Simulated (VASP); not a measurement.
The system is Ti.

```xyz
1
Lattice="2.6900 0.0000 0.0000 0.0000 2.6900 0.0000 0.0000 0.0000 2.6900" Properties=species:S:1:pos:R:3 pbc="T T T"
Ti    0.0000    0.0000    0.0000
```

This isn't the form of Ti at room conditions, which is hcp.

| Item | Value |
| --- | --- |
| Program | VASP 6.6.1 |
| Task | relaxation of cell and atoms |
| Functional | r2SCAN |
| Potentials or basis | VASP PAW PBE potentials, release 64 (Ti_sv) |
| Cutoff | 600 eV |
| k mesh | 6 × 6 × 6 |
| Occupations | methfessel-paxton, width 0.05 eV |
| Spin | no spin polarisation |

At the start: pressure -5.5 GPa; volume 19.47 Å³/atom.

Task: Where does the relaxation end?

Result: Over 4 steps the energy falls by 23.8 meV/atom and the volume is 18.14 Å³/atom (-6.8 %); space group Pm-3m (No. 221, to 0.1 Å) before and after.

Step by step:
```csv
step,energy change (eV),largest force (eV/Å),pressure (GPa),volume (Å³)
1,0.0000,0.0000,-5.51,19.47
2,-0.0207,0.0000,1.83,17.64
3,-0.0238,0.0000,0.17,18.10
4,-0.0238,0.0000,0.07,18.14
```

Final structure:
```yaml
crystal:
  lattice:
    - [2.62735, 0.00000, 0.00000]
    - [0.00000, 2.62735, 0.00000]
    - [0.00000, 0.00000, 2.62735]
  atoms:
    - { symbol: Ti, position: [0.00000, 0.00000, 0.00000] }
```

Caveat: the k points lie up to 0.40 Å⁻¹ apart in the final cell, too coarse for converged energies and pressures of a metal; the PAW data sets were made with another functional, which shifts forces and pressure a little.
